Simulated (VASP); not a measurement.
# PdCl4 (Cmmm) in VASP: relaxation of cell and atoms with PBE

Aim: the relaxation of cell and atoms of PdCl4 with PBE.

Program: VASP 6.6.1. These are calculated values, not measurements. Logs are shortened: lines on timing, memory, paths and dates and some standing lists are left out, and cuts for length are marked.

### Step 1. The cell of the first run

The structure is orthorhombic, space group Cmmm (No. 65). The conventional cell has a = 7.952 Å, b = 9.074 Å, c = 3.539 Å, α = 90.00°, β = 90.00°, γ = 90.00°. Pd (site symmetry mmm) has 6 Cl at 2.33 to 2.38 Å within 3.1 Å. Within 3.2 Å of Cl (site symmetry m2m) lie 2 Pd at 2.38 Å and 1 Cl at 3.19 Å. Cl (site symmetry 2mm) has 1 Pd at 2.33 Å within 3.1 Å.

The cell was built from a structure type or drawn by symmetry, and may not be a known phase.

### Step 2. Relaxation of cell and atoms, PBE

File INCAR:

```
PREC     = Accurate       # precision mode
ENCUT    = 600            # plane-wave cutoff, eV
EDIFF    = 1E-6           # SCF threshold, eV
ISMEAR   = 0              # smearing method
SIGMA    = 0.1            # smearing width, eV
LREAL    = False          # projectors in reciprocal space
LASPH    = True           # aspherical terms in the spheres
NELM     = 100            # most SCF steps
ALGO     = Normal         # electronic algorithm
ISIF     = 3              # what is computed and relaxed
LWAVE    = False          # write WAVECAR
LCHARG   = False          # write CHGCAR
GGA      = PE             # functional
IBRION   = 2              # ionic algorithm
NSW      = 100            # ionic steps
EDIFFG   = -0.01          # ionic threshold
```

File KPOINTS:

```
Automatic mesh
0
Gamma
  6 6 10
```

File POSCAR:

```
PdCl4
1.0
    3.9759828440     -4.5370512162      0.0000000000
    3.9759828440      4.5370512162      0.0000000000
    0.0000000000      0.0000000000      3.5385290874
Pd Cl
1 4
Direct
    0.0000000000      0.0000000000      0.0000000000
    0.8242104447      0.1757895553      0.5000000000
    0.1757895553      0.8242104447      0.5000000000
    0.2930124707      0.2930124707      0.0000000000
    0.7069875293      0.7069875293      0.0000000000
```

Potentials or basis: VASP PAW PBE potentials, release 64 (Pd, Cl).

Started as:

```
cat potpaw_PBE.64/Pd/POTCAR potpaw_PBE.64/Cl/POTCAR > POTCAR
mpirun -np 1 vasp_std > vasp.out
```

OUTCAR:

```text
PREC = Accurate
   ENCUT = 600
   EDIFF = 1E-6
   ISMEAR = 0
   LREAL = False
   LASPH = True
   NELM = 100
   ISIF = 3
   GGA = PE
   IBRION = 2
   NSW = 100
   EDIFFG = -0.01

 ion  position               nearest neighbor table
   1  0.000  0.000  0.000-   4 2.33   5 2.33   2 2.38   3 2.38   2 2.38   3 2.38
   2  0.824  0.176  0.500-   1 2.38   1 2.38
   3  0.176  0.824  0.500-   1 2.38   1 2.38
   4  0.293  0.293  0.000-   1 2.33
   5  0.707  0.707  0.000-   1 2.33

  LATTYP: Found a base centered orthorhombic cell.
 ALAT       =     7.9519656880
 B/A-ratio  =     1.1411143846
 C/A-ratio  =     0.4449879723

  Lattice vectors:

 A1 = (   3.9759828440,  -4.5370512162,   0.0000000000)
 A2 = (   3.9759828440,   4.5370512162,   0.0000000000)
 A3 = (   0.0000000000,   0.0000000000,   3.5385290874)

Analysis of symmetry for initial positions (statically):
=====================================================================
 Subroutine PRICEL returns:
 Original cell was already a primitive cell.

 Routine SETGRP: Setting up the symmetry group for a
 base centered orthorhombic supercell.

 Subroutine GETGRP returns: Found  8 space group operations
 (whereof  8 operations were pure point group operations)
 out of a pool of  8 trial point group operations.

The static configuration has the point symmetry D_2h.

Analysis of symmetry for dynamics (positions and initial velocities):
=====================================================================
 Subroutine PRICEL returns:
 Original cell was already a primitive cell.

 Routine SETGRP: Setting up the symmetry group for a
 base centered orthorhombic supercell.

 Subroutine GETGRP returns: Found  8 space group operations
 (whereof  8 operations were pure point group operations)
 out of a pool of  8 trial point group operations.

The dynamic configuration has the point symmetry D_2h.

 Subroutine INISYM returns: Found  8 space group operations
 (whereof  8 operations are pure point group operations),
 and found     1 'primitive' translations

----------------------------------------------------------------------------------------

                                     Primitive cell

  volume of cell :     127.6647

  direct lattice vectors                    reciprocal lattice vectors
     3.975982844 -4.537051216  0.000000000     0.125755070 -0.110203737  0.000000000
     3.975982844  4.537051216  0.000000000     0.125755070  0.110203737  0.000000000
     0.000000000  0.000000000  3.538529087     0.000000000  0.000000000  0.282603301

  length of vectors
     6.032683757  6.032683757  3.538529087     0.167210051  0.167210051  0.282603301

  position of ions in fractional coordinates (direct lattice)
     0.000000000  0.000000000  0.000000000
     0.824210445  0.175789555  0.500000000
     0.175789555  0.824210445  0.500000000
     0.293012471  0.293012471  0.000000000
     0.706987529  0.706987529  0.000000000

  ion indices of the primitive-cell ions
   primitive index   ion index
                 1           1
                 2           2
                 3           3
                 4           4
                 5           5

----------------------------------------------------------------------------------------

 KPOINTS: Automatic mesh

Automatic generation of k-mesh.
 Grid dimensions read from file:
 generate k-points for:    6    6   10

 Generating k-lattice:

  Cartesian coordinates                     Fractional coordinates (reciprocal lattice)
     0.020959178 -0.018367290  0.000000000     0.166666667  0.000000000  0.000000000
     0.020959178  0.018367290  0.000000000     0.000000000  0.166666667  0.000000000
     0.000000000  0.000000000  0.028260330     0.000000000  0.000000000  0.100000000

  Length of vectors
     0.027868342  0.027868342  0.028260330

  Shift w.r.t. Gamma in fractional coordinates (k-lattice)
     0.000000000  0.000000000  0.000000000

 Subroutine IBZKPT returns following result:
 ===========================================

 Found     78 irreducible k-points:

 Following reciprocal coordinates:
            Coordinates               Weight
  0.000000  0.000000  0.000000      1.000000
  0.166667  0.000000  0.000000      4.000000
  0.333333  0.000000  0.000000      4.000000
  0.500000  0.000000  0.000000      2.000000
  0.166667  0.166667  0.000000      2.000000
  0.333333  0.166667  0.000000      4.000000
[... 16 lines left out ...]
  0.333333  0.333333  0.100000      4.000000
  0.500000  0.333333  0.100000      8.000000
 [... further k-points ...]
   k-points           NKPTS =     78   k-points in BZ     NKDIM =     78   number of bands    NBANDS=     23
   number of dos      NEDOS =    301   number of ions     NIONS =      5
   total plane-waves  NPLWV =  64512
   dimension x,y,z NGX =    48 NGY =   48 NGZ =   28
   dimension x,y,z NGXF=    96 NGYF=   96 NGZF=   56
   ions per type =               1   4
   NGX,Y,Z   is equivalent  to a cutoff of  13.23, 13.23, 13.15 a.u.
   NGXF,Y,Z  is equivalent  to a cutoff of  26.46, 26.46, 26.31 a.u.
 SYSTEM =  unknown system
   PREC   = accura    normal or accurate (medium, high low for compatibility)
   ISTART =      0    job   : 0-new  1-cont  2-samecut
   ICHARG =      2    charge: 1-file 2-atom 10-const
   ISPIN  =      1    spin polarized calculation?
   LNONCOLLINEAR =      F non collinear calculations
   LSORBIT =      F    spin-orbit coupling
   LASPH  =      T    aspherical Exc in radial PAW
   ENCUT  =  600.0 eV  44.10 Ry    6.64 a.u.  12.05 12.05  7.07*2*pi/ulx,y,z
   NELM   =    100;   NELMIN=  2; NELMDL= -5     # of ELM steps
   EDIFF  = 0.1E-05   stopping-criterion for ELM
   LREAL  =      F    real-space projection
   EDIFFG = -.1E-01   stopping-criterion for IOM
   NSW    =    100    number of steps for IOM
   IBRION =      2    ionic relax: 0-MD 1-quasi-New 2-CG
   NFREE  =      1    steps in history (QN), initial steepest desc. (CG)
   ISIF   =      3    stress and relaxation
   ISYM   =      2    0-nonsym 1-usesym 2-fastsym
   POTIM  = 0.5000    time-step for ionic-motion
   TEBEG  =    0.0;   TEEND  =   0.0 temperature during run
   PSTRESS=    0.0 pullay stress
   NELECT =      38.0000    total number of electrons
   NUPDOWN=      -1.0000    fix difference up-down
   EMIN   =  10.00;   EMAX   =-10.00  energy-range for DOS
   EFERMI =   0.00;   METHOD = LEGACY
   ISMEAR =     0;   SIGMA  =   0.10  broadening in eV -4-tet -1-fermi 0-gaus
   EFERMI_NEDOS =   21; number of points for ismear=-14 and -15
   IALGO  =     38    algorithm
   IMIX   =      4    mixing-type and parameters
     AMIX     =   0.40;   BMIX     =  1.00
     AMIX_MAG =   1.60;   BMIX_MAG =  1.00
  volume/ion in A,a.u.               =      25.53       172.30
  Fermi-wavevector in a.u.,A,eV,Ry     =   1.093064  2.065592 16.256099  1.194790
  Thomas-Fermi vector in A             =   2.229342
   LORBIT       =      0    0 simple, 1 ext, 2 COOP (PROOUT), +10 PAW based schemes
   GGA     = PE    functional components
   LHFCALC =     F    Hartree Fock is set to
   AEXX    =    0.0000 exact exchange contribution
   IVDW    =     0    specifies the selected vdW correction
   LEPSILON=     F    determine dielectric tensor
   LRPA    =     F    only Hartree local field effects (RPA)
 conjugate gradient relaxation of ions
 non-spin polarized calculation
 Gauss-broadening in eV      SIGMA  =   0.10
  energy-cutoff  :      600.00
  volume of cell :      127.66
 maximum number of plane-waves:      4288
   NGX = 25   NGY = 25   NGZ = 15

--------------------------------------- Ionic step        1  -------------------------------------------

 number of electron      37.9999997 magnetization

 Free energy of the ion-electron system (eV)
  ---------------------------------------------------
  ext. energy  EPLUGINS =         0.00000000
  ---------------------------------------------------
  free energy    TOTEN  =       -13.86394087 eV

  energy without entropy =      -13.84137771  energy(sigma->0) =      -13.85265929

------------------------ aborting loop because EDIFF is reached ----------------------------------------

  FORCE on cell =-STRESS in cart. coord.  units (eV):
  Direction    XX          YY          ZZ          XY          YZ          ZX
  --------------------------------------------------------------------------------------
  -------------------------------------------------------------------------------------
  Total       -0.1801985     -0.0922160     -0.1039220      0.0000000      0.0000000      0.0000000
  in kB       -2.2614704     -1.1572999     -1.3042089      0.0000000      0.0000000      0.0000000
  external PRESSURE =      -1.5743264 kB  Pullay stress =       0.0000000 kB
[... 63 lines left out ...]
  energy  without entropy=      -13.8415536591  energy(sigma->0) =      -13.85280142

--------------------------------------- Ionic step        3  -------------------------------------------

 number of electron      37.9999996 magnetization

 Free energy of the ion-electron system (eV)
  ---------------------------------------------------
  ext. energy  EPLUGINS =         0.00000000
  ---------------------------------------------------
  free energy    TOTEN  =       -13.86412923 eV

  energy without entropy =      -13.84159290  energy(sigma->0) =      -13.85286107

 E-fermi :   1.0077     XC(G=0):  -8.5029

 val. band max:        1.0026733419   @ k =  -0.3333   0.1667   0.3000
 cond. band min:       1.0112912873   @ k =   0.1667   0.1667   0.0000
 fundamental gap:      0.0086179454
 Fermi energy:         1.0076632852

 k-point     1 :       0.0000    0.0000    0.0000
  band No.  band energies     occupation
      1     -14.6426      2.00000
      2     -13.9196      2.00000
      3     -12.7264      2.00000
      4     -12.4614      2.00000
      5      -4.8205      2.00000
      6      -4.8158      2.00000
[... 613 lines left out ...]
     22       8.4384      0.00000
     23       9.0524      0.00000

 [... further k-points ...]

------------------------ aborting loop because EDIFF is reached ----------------------------------------

  FORCE on cell =-STRESS in cart. coord.  units (eV):
  Direction    XX          YY          ZZ          XY          YZ          ZX
  --------------------------------------------------------------------------------------
  -------------------------------------------------------------------------------------
  Total        0.0044736     -0.0178926     -0.0080260      0.0000000      0.0000000      0.0000000
  in kB        0.0562674     -0.2250458     -0.1009474      0.0000000      0.0000000      0.0000000
  external PRESSURE =      -0.0899086 kB  Pullay stress =       0.0000000 kB
[... 20 lines left out ...]
  FREE ENERGIE OF THE ION-ELECTRON SYSTEM (eV)
  ---------------------------------------------------
  free  energy   TOTEN  =       -13.8641292321 eV

  energy  without entropy=      -13.8415929034  energy(sigma->0) =      -13.85286107

 reached required accuracy - stopping structural energy minimisation
```

It took 14 min on 1 thread of Oxide Virtual Turin-like, shared host; peak memory 0.39 GiB.

What came out:

| Property | Result |
| --- | --- |
| Free energy | -13.8641 eV |
| Relaxed volume | 25.48 Å³/atom |
| Relaxed cell | a = 6.028 Å, b = 6.028 Å, c = 3.536 Å, α = 90.00°, β = 90.00°, γ = 97.57° |
| Space group after relaxing (to 0.1 Å) | Cmmm (No. 65) |
| Energy gained by relaxing | 0.0 meV/atom |
| Ionic steps | 3 |
| Pressure after relaxing | 0.0 GPa |
| Largest force after relaxing | 0.007 eV/Å |
| Band gap on the k mesh | zero (bands 19 and 20 overlap by 0.14 eV) |

Forces on the atoms (eV/Å):
```
Pd   0.000  0.000  0.000
Cl   0.000  0.000  0.000
Cl   0.000  0.000  0.000
Cl   0.007  0.000  0.000
Cl  -0.007  0.000  0.000
```

The path:
```tsv
step	energy change (eV)	largest force (eV/Å)	pressure (GPa)	volume (Å³)
1	0.0000	0.0273	-0.16	127.66
2	-0.0001	0.0295	0.10	127.20
3	-0.0002	0.0070	-0.01	127.38
```

Final structure:
```xyz
5
Lattice="3.9718 -4.5346 0.0000 3.9718 4.5346 0.0000 0.0000 0.0000 3.5364" Properties=species:S:1:pos:R:3 pbc="T T T"
Pd    0.0000    0.0000    0.0000
Cl    3.9718   -2.9410    1.7682
Cl    3.9718    2.9410    1.7682
Cl    2.3268    0.0000    0.0000
Cl    5.6168    0.0000    0.0000
```
